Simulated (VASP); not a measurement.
## AgCl: single point with PBE

The system is AgCl.

```
Ag Cl
1.0
     3.39559    0.00000    0.00000
     0.00000    3.39559    0.00000
     0.00000    0.00000    3.19661
Ag Cl
1 1
Direct
  0.00000 0.00000 0.00000
  0.50000 0.50000 0.50000
```

This cell differs from its parent crystal: uniaxial z strain -5.9%.

```yaml
Program: VASP 6.6.1
Task: single point
Functional: PBE
Potentials_or_basis: VASP PAW PBE potentials, release 64 (Ag_sv_GW, Cl)
Cutoff: 630 eV
k_mesh: 8 × 8 × 8
Occupations: fermi-dirac, width 0.02 eV
Spin: no spin polarisation
Dipole_correction: no
Further_INCAR_settings: ALGO = Normal; EDIFF = 1e-06; NBANDS = 20
```

```
Pressure               : 5.4 GPa
Band gap on the k mesh : 0.49 eV (least direct gap 1.95 eV)
```

Stress tensor (GPa, compression positive):
```
4.18 0.00 0.00
0.00 4.18 0.00
0.00 0.00 7.93
```

Levels at points of the mesh, in eV from the valence-band top:
```csv
k point,band 11,band 12,band 13,band 14,band 15,band 16
"(0.00, 0.00, 0.00)",-2.08,-2.08,-1.46,0.49,9.02,9.43
"(0.50, 0.00, 0.00)",-1.78,-0.12,0.00,4.91,5.76,9.07
"(0.50, 0.50, 0.00)",-2.33,-1.82,-0.87,2.25,9.43,9.43
"(0.00, 0.00, 0.50)",-1.50,-0.17,-0.17,4.62,6.02,8.94
"(0.50, 0.00, 0.50)",-2.47,-1.71,-1.30,2.85,8.77,9.38
"(0.50, 0.50, 0.50)",-0.39,-0.25,-0.25,4.30,4.44,4.44
```

Wall time 33 s on 1 thread of Intel(R) Xeon(R) Platinum 8488C (Sapphire Rapids), on a shared host, peak memory 0.22 GiB.

Caveat: the cell differs from its parent crystal (uniaxial z strain -5.9%); the cell stands under pressure; the structure was generated, so it needn't be the stable form of AgCl; semilocal functionals underestimate gaps, and a narrow one can read as zero. A k mesh can miss the band edges.
